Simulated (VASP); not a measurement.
CuOs2:

```xyz
3
Lattice="0.0000 2.6614 2.6614 2.6614 0.0000 2.6614 2.6614 2.6614 0.0000" Properties=species:S:1:pos:R:3 pbc="T T T"
Cu    0.0000    0.0000    0.0000
Os    1.3307    1.3307    1.3307
Os    3.9921    3.9921    3.9921
```

| Property | Result |
| --- | --- |
| Program | VASP 6.6.1 |
| Task | relaxation of cell and atoms |
| Functional | PBE |
| Potentials or basis | VASP PAW PBE potentials, release 64 (Cu, Os) |
| Cutoff | 600 eV |
| k mesh | 6 × 6 × 6 |
| Occupations | gaussian, width 0.1 eV |
| Spin | no spin polarisation |

At the start: pressure 73.6 GPa; volume 12.57 Å³/atom.

Task: How do energy, volume and symmetry change on relaxing?

Result: Over 5 steps the energy falls by 497.4 meV/atom and the volume is 15.20 Å³/atom (+20.9 %); space group Fm-3m (No. 225, to 0.05 Å).

The path:
```csv
step,energy change (eV),largest force (eV/Å),pressure (GPa),volume (Å³)
1,0.0000,0.0000,73.57,37.70
2,4.5102,0.0000,-32.41,78.76
3,-1.4209,0.0000,-10.97,47.70
4,-1.4887,0.0000,-2.31,46.01
5,-1.4923,0.0000,-0.38,45.60
```

Final structure:
```
Cu Os
1.0
     0.00000    2.83557    2.83557
     2.83557    0.00000    2.83557
     2.83557    2.83557    0.00000
Cu Os
1 2
Direct
  0.00000 0.00000 0.00000
  0.25000 0.25000 0.25000
  0.75000 0.75000 0.75000
```

Caveat: the volume moved by over 15 % at a fixed basis, so the end points are rough.
